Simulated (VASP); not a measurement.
# Sr12HO in VASP: single point with PBE+D3(BJ)

Aim: the single point of Sr12HO with PBE+D3(BJ).

Program: VASP 6.6.1. These are calculated values, not measurements. Logs are shortened: lines on timing, memory, paths and dates and some standing lists are left out, and cuts for length are marked.

## 1. The cell of the first run

The cell holds a slab with vacuum, 14 atoms: a = 8.598 Å, b = 8.598 Å, c = 18.021 Å, α = 90.00°, β = 90.00°, γ = 60.00°.

## 2. Single point, PBE+D3(BJ)

INCAR

```
  ALGO = Normal
  EDIFF = 1E-6
  ENCUT = 520
  GGA = PE
  GGA_COMPAT = False
  ISIF = 2
  ISMEAR = 0
  IVDW = 12
  LASPH = True
  LCHARG = False
  LREAL = False
  LWAVE = False
  NBANDS = 76
  NELM = 120
  NELMDL = -8
  PREC = Accurate
  SIGMA = 0.15
```

KPOINTS

```
k-points
0
Gamma
  3 3 1
```

POSCAR

```
Sr12HO
1.0
    8.5984180000      0.0000000000      0.0000000000
    4.2992090000      7.4464490000      0.0000000000
    0.0000000000      0.0000000000     18.0205790000
Sr O H
12 1 1
Direct
    0.1666667136      0.1666666890      0.0554921127
    0.6666667136      0.1666666890      0.0554921127
    0.1666666890      0.6666666219      0.0554921127
    0.6666666890      0.6666666219      0.0554921127
   -0.1668040415      0.3244017383      0.2422547577
    0.3423619090      0.3244318198      0.2421435515
   -0.1591108790      0.8186554423      0.2527921550
    0.3357686100      0.8288932080      0.2401976651
   -0.0215741289     -0.0160119273      0.4209156099
    0.5385563466     -0.0160726274      0.4209435224
   -0.0082364957      0.5177289202      0.4269832285
    0.5043492567      0.4883382670      0.4291540244
   -0.1551951009      0.8114616779      0.3875135755
   -0.3425717309      1.1884832623      0.3840232880
```

Potentials or basis: VASP PAW PBE potentials, release 64 (Sr_sv, O, H).

Launch:

```bash
$ cat potpaw_PBE.64/Sr_sv/POTCAR potpaw_PBE.64/O/POTCAR potpaw_PBE.64/H/POTCAR > POTCAR
$ mpirun -np 1 vasp_std > vasp.out
```

OUTCAR:

```text
EDIFF = 1E-6
   ENCUT = 520
   GGA = PE
   ISIF = 2
   ISMEAR = 0
   IVDW = 12
   LASPH = True
   LREAL = False
   NELM = 120
   NELMDL = -8
   PREC = Accurate
 IVDW          = 12

 ion  position               nearest neighbor table
   1  0.167  0.167  0.055-   8 4.17   6 4.18   5 4.18   3 4.30   2 4.30   2 4.30   4 4.30   4 4.30
                             3 4.30
   2  0.667  0.167  0.055-   6 4.14   5 4.14   4 4.30   1 4.30   1 4.30   3 4.30   3 4.30   4 4.30
                             7 4.40
   3  0.167  0.667  0.055-   8 4.14   6 4.22   1 4.30   4 4.30   4 4.30   2 4.30   2 4.30   1 4.30
                             7 4.31
   4  0.667  0.667  0.055-   8 4.14   5 4.22   2 4.30   3 4.30   3 4.30   1 4.30   1 4.30   2 4.30
                             7 4.31
   5  0.833  0.324  0.242-   9 4.10   2 4.14  12 4.16   1 4.18   6 4.22   4 4.22  11 4.24   7 4.29
                             8 4.29   8 4.31   7 4.32   6 4.38
   6  0.342  0.324  0.242-  10 4.11   2 4.14  12 4.15   1 4.18   3 4.22   5 4.22  11 4.23   7 4.29
                             8 4.29   8 4.31   7 4.32   5 4.38
   7  0.841  0.819  0.253-  13 2.43  10 3.78   9 3.78  11 3.86   6 4.29   5 4.29   3 4.31   8 4.31
                             8 4.31   4 4.31   5 4.32   6 4.32   2 4.40
   8  0.336  0.829  0.240-   4 4.14   3 4.14   1 4.17   9 4.21  10 4.21  12 4.25   6 4.29   5 4.29
                             7 4.31   7 4.31   5 4.31   6 4.31
   9  0.978  0.984  0.421-  13 2.36  14 2.51   7 3.78  10 3.78  11 3.95   5 4.10   8 4.21  12 4.22
                            12 4.40  11 4.65  10 4.82
  10  0.539  0.984  0.421-  13 2.36  14 2.53   7 3.78   9 3.78  11 3.96   6 4.11  12 4.20   8 4.21
                            12 4.42  11 4.65   9 4.82
  11  0.992  0.518  0.427-  13 2.30   7 3.86   9 3.95  10 3.96   6 4.23   5 4.24  12 4.29  12 4.32
                            10 4.65   9 4.65
  12  0.504  0.488  0.429-  14 2.38   6 4.15   5 4.16  10 4.20   9 4.22   8 4.25  11 4.29  11 4.32
                             9 4.40  10 4.42
  13  0.845  0.811  0.388-  11 2.30   9 2.36  10 2.36   7 2.43
  14  0.657  0.188  0.384-  12 2.38   9 2.51  10 2.53

  LATTYP: Found a hexagonal cell.
 ALAT       =     8.5984185020
 C/A-ratio  =     2.0958015705

  Lattice vectors:

 A1 = (  -4.2992090000,  -7.4464490000,   0.0000000000)
 A2 = (   8.5984180000,   0.0000000000,   0.0000000000)
 A3 = (   0.0000000000,   0.0000000000,  18.0205790000)

Analysis of symmetry for initial positions (statically):
=====================================================================
 Subroutine PRICEL returns:
 Original cell was already a primitive cell.

 Routine SETGRP: Setting up the symmetry group for a
 hexagonal supercell.

 Subroutine GETGRP returns: Found  1 space group operations
 (whereof  1 operations were pure point group operations)
 out of a pool of 24 trial point group operations.

The static configuration has the point symmetry C_1 .

Analysis of symmetry for dynamics (positions and initial velocities):
=====================================================================
 Subroutine PRICEL returns:
 Original cell was already a primitive cell.

 Routine SETGRP: Setting up the symmetry group for a
 hexagonal supercell.

 Subroutine GETGRP returns: Found  1 space group operations
 (whereof  1 operations were pure point group operations)
 out of a pool of 24 trial point group operations.

The dynamic configuration has the point symmetry C_1 .

 Subroutine INISYM returns: Found  1 space group operations
 (whereof  1 operations are pure point group operations),
 and found     1 'primitive' translations

----------------------------------------------------------------------------------------

                                     Primitive cell

  volume of cell :    1153.8159

  direct lattice vectors                    reciprocal lattice vectors
     8.598418000  0.000000000  0.000000000     0.116300464 -0.067146099  0.000000000
     4.299209000  7.446449000  0.000000000     0.000000000  0.134292198  0.000000000
     0.000000000  0.000000000 18.020579000     0.000000000  0.000000000  0.055492113

  length of vectors
     8.598418000  8.598418502 18.020579000     0.134292205  0.134292198  0.055492113

  position of ions in fractional coordinates (direct lattice)
     0.166666714  0.166666689  0.055492113
[... 42 lines left out ...]
     0.038766821 -0.022382033  0.000000000     0.333333333  0.000000000  0.000000000
     0.000000000  0.044764066  0.000000000     0.000000000  0.333333333  0.000000000
     0.000000000  0.000000000  0.055492113     0.000000000  0.000000000  1.000000000

  Length of vectors
     0.044764068  0.044764066  0.055492113

  Shift w.r.t. Gamma in fractional coordinates (k-lattice)
     0.000000000  0.000000000  0.000000000

 Subroutine IBZKPT returns following result:
 ===========================================

 Found      5 irreducible k-points:

 Following reciprocal coordinates:
            Coordinates               Weight
  0.000000  0.000000  0.000000      1.000000
  0.333333  0.000000  0.000000      2.000000
  0.333333  0.333333  0.000000      2.000000
  0.000000  0.333333  0.000000      2.000000
 -0.333333  0.333333  0.000000      2.000000
   k-points           NKPTS =      5   k-points in BZ     NKDIM =      5   number of bands    NBANDS=     76
   number of dos      NEDOS =    301   number of ions     NIONS =     14
   total plane-waves  NPLWV = 573440
   dimension x,y,z NGX =    64 NGY =   64 NGZ =  140
   dimension x,y,z NGXF=   128 NGYF=  128 NGZF=  280
   ions per type =              12   1   1
   NGX,Y,Z   is equivalent  to a cutoff of  12.37, 12.37, 12.92 a.u.
   NGXF,Y,Z  is equivalent  to a cutoff of  24.75, 24.75, 25.83 a.u.
 SYSTEM =  unknown system
   PREC   = accura    normal or accurate (medium, high low for compatibility)
   ISTART =      0    job   : 0-new  1-cont  2-samecut
   ICHARG =      2    charge: 1-file 2-atom 10-const
   ISPIN  =      1    spin polarized calculation?
   LNONCOLLINEAR =      F non collinear calculations
   LSORBIT =      F    spin-orbit coupling
   LASPH  =      T    aspherical Exc in radial PAW
   ENCUT  =  520.0 eV  38.22 Ry    6.18 a.u.  15.99 15.99 33.51*2*pi/ulx,y,z
   NELM   =    120;   NELMIN=  2; NELMDL= -8     # of ELM steps
   EDIFF  = 0.1E-05   stopping-criterion for ELM
   LREAL  =      F    real-space projection
   EDIFFG = 0.1E-04   stopping-criterion for IOM
   NSW    =      0    number of steps for IOM
   IBRION =     -1    ionic relax: 0-MD 1-quasi-New 2-CG
   NFREE  =      0    steps in history (QN), initial steepest desc. (CG)
   ISIF   =      2    stress and relaxation
   ISYM   =      2    0-nonsym 1-usesym 2-fastsym
   POTIM  = 0.5000    time-step for ionic-motion
   TEBEG  =    0.0;   TEEND  =   0.0 temperature during run
   PSTRESS=    0.0 pullay stress
   NELECT =     127.0000    total number of electrons
   NUPDOWN=      -1.0000    fix difference up-down
   EMIN   =  10.00;   EMAX   =-10.00  energy-range for DOS
   EFERMI =   0.00;   METHOD = LEGACY
   ISMEAR =     0;   SIGMA  =   0.15  broadening in eV -4-tet -1-fermi 0-gaus
   EFERMI_NEDOS =   21; number of points for ismear=-14 and -15
   IALGO  =     38    algorithm
   IMIX   =      4    mixing-type and parameters
     AMIX     =   0.40;   BMIX     =  1.00
     AMIX_MAG =   1.60;   BMIX_MAG =  1.00
  volume/ion in A,a.u.               =      82.42       556.17
  Fermi-wavevector in a.u.,A,eV,Ry     =   0.784568  1.482618  8.375024  0.615547
  Thomas-Fermi vector in A             =   1.888727
   LORBIT       =      0    0 simple, 1 ext, 2 COOP (PROOUT), +10 PAW based schemes
   GGA     = PE    functional components
   LHFCALC =     F    Hartree Fock is set to
   AEXX    =    0.0000 exact exchange contribution
   IVDW    =    12    specifies the selected vdW correction
   LEPSILON=     F    determine dielectric tensor
   LRPA    =     F    only Hartree local field effects (RPA)
 non-spin polarized calculation
 Gauss-broadening in eV      SIGMA  =   0.15
  energy-cutoff  :      520.00
  volume of cell :     1153.82
 maximum number of plane-waves:     31194
   NGX = 31   NGY = 31   NGZ = 67

 number of electron     127.0000001 magnetization

 Free energy of the ion-electron system (eV)
  ---------------------------------------------------
  ext. energy  EPLUGINS =         0.00000000
  ---------------------------------------------------
  free energy    TOTEN  =       -31.08908387 eV

  energy without entropy =      -30.95096483  energy(sigma->0) =      -31.02002435

 E-fermi :  -0.0460     XC(G=0):  -4.9896

 val. band max:       -0.0885856349   @ k =  -0.3333   0.3333   0.0000
 cond. band min:      -0.0205301765   @ k =   0.3333   0.0000   0.0000
 fundamental gap:      0.0680554584
 Fermi energy:        -0.0459840833

 k-point     1 :       0.0000    0.0000    0.0000
  band No.  band energies     occupation
      1     -37.0415      2.00000
      2     -37.0359      2.00000
      3     -37.0287      2.00000
      4     -37.0260      2.00000
      5     -36.8169      2.00000
      6     -36.6673      2.00000
[... 379 lines left out ...]
     74       0.8203      0.00000
     75       0.8616      0.00000
 [bands above 75 left out]

------------------------ aborting loop because EDIFF is reached ----------------------------------------

 Edisp (eV)   -1.90992

 E8    (eV) :    -1.0493

  FORCE on cell =-STRESS in cart. coord.  units (eV):
  Direction    XX          YY          ZZ          XY          YZ          ZX
  --------------------------------------------------------------------------------------
  -------------------------------------------------------------------------------------
  Total      -1.24106    -1.34782    -0.86567    -0.02723     0.26721     0.02096
  in kB      -1.72332    -1.87157    -1.20205    -0.03781     0.37105     0.02911
  external pressure =       -1.60 kB  Pullay stress =        0.00 kB

 VOLUME and BASIS-vectors are now :
 -----------------------------------------------------------------------------
  energy-cutoff  :      520.00
  volume of cell :     1153.82
      direct lattice vectors                 reciprocal lattice vectors
     8.598418000  0.000000000  0.000000000     0.116300464 -0.067146099  0.000000000
     4.299209000  7.446449000  0.000000000     0.000000000  0.134292198  0.000000000
     0.000000000  0.000000000 18.020579000     0.000000000  0.000000000  0.055492113

 POSITION                                       TOTAL-FORCE (eV/Angst)
 -----------------------------------------------------------------------------------
      2.14960      1.24107      1.00000        -0.000503      0.018568     -0.018363
      6.44881      1.24107      1.00000         0.000326     -0.051666      0.039647
      4.29921      4.96430      1.00000        -0.027974     -0.005418      0.044481
      8.59842      4.96430      1.00000         0.029229     -0.006221      0.044680
      8.55884      2.41564      4.36557        -0.008294      0.000187      0.015169
      4.33857      2.41587      4.36357         0.002701     -0.002241      0.006706
     10.74989      6.09608      4.55546         0.001080     -0.004818     -0.040554
      6.45066      6.17231      4.32850         0.000233      0.005337      0.011140
     12.64328      7.32722      7.58514         0.064667      0.037148      0.024112
      8.86084      7.32676      7.58565        -0.058709      0.033348      0.018573
     10.75342      3.85524      7.69449        -0.014857     -0.079395      0.045517
      6.43607      3.63639      7.73360         0.029400      0.016753      0.011353
     10.75263      6.04251      6.98322        -0.005781     -0.005976     -0.003593
      6.46317      1.40353      6.92032        -0.011516      0.044394     -0.198869
 -----------------------------------------------------------------------------------
    total drift:                               -0.000129      0.000368      0.000350

  FREE ENERGIE OF THE ION-ELECTRON SYSTEM (eV)
  ---------------------------------------------------
  free  energy   TOTEN  =       -32.9990046901 eV

  energy  without entropy=      -32.8608856459  energy(sigma->0) =      -32.92994517
```

Wall time 19 min (1 thread of AMD EPYC 9R14 (Zen 4), shared host); peak memory 1.1 GiB.

Results:

```yaml
Free_energy: -32.9990 eV
Largest_force: 0.204 eV/Å
Band_gap_on_the_k_mesh: zero (an odd number of electrons rules out a gap without spin polarisation)
Dispersion_energy_per_atom: -0.136 eV
```

Forces in eV/Å, atoms in the order of the input:
```
Sr  -0.001  0.019 -0.018
Sr   0.000 -0.052  0.040
Sr  -0.028 -0.005  0.044
Sr   0.029 -0.006  0.045
Sr  -0.008  0.000  0.015
Sr   0.003 -0.002  0.007
Sr   0.001 -0.005 -0.041
Sr   0.000  0.005  0.011
Sr   0.065  0.037  0.024
Sr  -0.059  0.033  0.019
Sr  -0.015 -0.079  0.046
Sr   0.029  0.017  0.011
O   -0.006 -0.006 -0.004
H   -0.012  0.044 -0.199
```

Caveat: there is no dipole correction, which matters where the two faces differ; an odd number of electrons without spin polarisation forces a metal; a magnetic or distorted state may lie lower.

The gap in the log of VASP goes by the Fermi energy; the results here count the filled bands.